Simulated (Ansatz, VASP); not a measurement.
Two plane-wave programs on PtS2

```
Pt S
1.0
     3.54320    0.00000    0.00000
    -1.77160    3.06850    0.00000
     0.00000    0.00000    5.03880
Pt S
1 2
Direct
  0.00000 0.00000 0.00000
  0.33333 0.66667 0.22700
  0.66667 0.33333 0.77300
```

Alike in both runs: task relaxation of cell and atoms; functional r2SCAN; k mesh 9 × 9 × 6; occupations fermi-dirac, width 0.05 eV; no spin polarisation.

|  | VASP | Ansatz |
| --- | --- | --- |
| version | VASP 6.6.1 | Ansatz 0.2.0 |
| potentials or method | VASP PAW PBE potentials, release 64 (Pt, S), cutoff 600 eV | plane waves, PAW |
| valence electrons in the cell | 22 | 30 |

|  | VASP | Ansatz | Ansatz less VASP |
| --- | --- | --- | --- |
| relaxed volume (Å³/atom) | 19.87 | 20.36 | +0.499 |
| relaxed length of the cell vector where the two differ most in proportion (Å) | 5.452 | 5.604 | +0.1529 |

VASP's potentials were made for PBE, not for r2SCAN. VASP's potentials hold 22 valence electrons a cell and Ansatz's 30, so a difference there can come from the potentials and not from the codes.

Neither program's run includes spin-orbit coupling.
